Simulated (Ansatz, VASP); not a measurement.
# One calculation of VH, two programs

POSCAR

```
VH
1.0
    3.5913910000      0.0000000000      0.0000000000
    0.0000000000      3.5913910000      0.0000000000
    0.0000000000      0.0000000000      3.0736180000
H V
2 2
Direct
    0.5000000000      0.5000000000      0.0000000000
    0.0000000000      0.0000000000      0.0000000000
    0.0000000000      0.5000000000      0.5000000000
    0.5000000000      0.0000000000      0.5000000000
```

Contents of INCAR.step1:

```
SYSTEM = VH
PREC = Accurate
ENCUT = 520
ISMEAR = -1
SIGMA = 0.1
LREAL = .False.
LASPH = .True.
NELM = 150
ISPIN = 2
MAGMOM = 0 0 2 -2
LMAXMIX = 4
NBANDS = 26
GGA = PE
ALGO = Normal
EDIFF = 1E-4
LWAVE = .True.
LCHARG = .False.
```

File INCAR.step2:

```
SYSTEM = VH
PREC = Accurate
ENCUT = 520
EDIFF = 1E-6
ISMEAR = -1
SIGMA = 0.1
LREAL = .False.
LASPH = .True.
NELM = 150
ALGO = Normal
ISIF = 2
LWAVE = .False.
LCHARG = .True.
ISPIN = 2
MAGMOM = 0 0 2 -2
LORBIT = 11
LMAXMIX = 4
METAGGA = R2SCAN
LMIXTAU = .True.
LELF = .True.
LVHAR = .True.
NBANDS = 26
ISTART = 1
```

File KPOINTS:

```
Automatic mesh
0
Gamma
  6 6 7
  0 0 0
```

Input for Ansatz:

```yaml
crystal:
  lattice:
    - [3.591391, 0.0, 0.0]
    - [0.0, 3.591391, 0.0]
    - [0.0, 0.0, 3.073618]
  atoms:
    - { symbol: H, position: [0.5, 0.5, 0.0], spin: 0.0 }
    - { symbol: V, position: [0.0, 0.5, 0.5], spin: 2.0 }
    - { symbol: V, position: [0.5, 0.0, 0.5], spin: -2.0 }
    - { symbol: H, position: [0.0, 0.0, 0.0], spin: 0.0 }
kpoints:
  mp_grid: { grid: [6, 6, 7], shift: [0, 0, 0] }
  band_path:
    path:
      - [0.0, 0.0, 0.0]
      - [0.5, 0.5, 0.0]
      - [1.0, 0.0, 0.0]
      - [0.0, 0.0, 0.0]
      - [0.0, 0.0, 0.5]
      - [0.5, 0.5, 0.5]
      - [1.0, 0.0, 0.5]
      - [0.0, 0.0, 0.5]
      - [0.5, 0.5, 0.0]
      - [0.5, 0.5, 0.5]
      - [1.0, 0.0, 0.0]
    npoints: 6
magnetization:
  spin_polarized: true
scf:
  occupations: { method: fermi_dirac }
  lower_state_search: "off"
  max_iter: 200
hamiltonian:
  pseudopotentials: { kind: paw }
  xc: r2scan
basis:
  ecutwfc: 500
  fft_grid_basis: typed
output:
  forces: true
  stress: true
  eigenvalues: true
  bader: true
  populations: true
  elf: true
  write_potential: true
  volumetric_format: npy
  dos:
    e_range: [-12, 8]
    de: 0.05
    projected: { site_lists: { H: [H], V: [V] } }
checkpoint:
  read: saved_state
```

Alike in both runs: task single point; functional r2SCAN; k mesh 6 × 6 × 7; collinear spin.

```csv
,VASP,Ansatz
version,VASP 6.6.1,Ansatz 0.2.0
potentials or method,"VASP PAW PBE potentials, release 64 (H, V_sv), cutoff 520 eV",PAW plane waves
occupations,"fermi-dirac, width 0.1 eV",fermi-dirac
valence electrons in the cell,28,28
```

```csv
,VASP,Ansatz,Ansatz less VASP
pressure (GPa),-22.1,-11.0,+11.07
net moment per atom (μB),0.00,0.00,0.000
size of the moment on the site where the two differ most (μB),0.00,1.89,+1.888
```

VASP's potentials were made for PBE, not for r2SCAN. Site moments also hang on the region over which each program counts them. Ansatz's warnings: stability check not made.
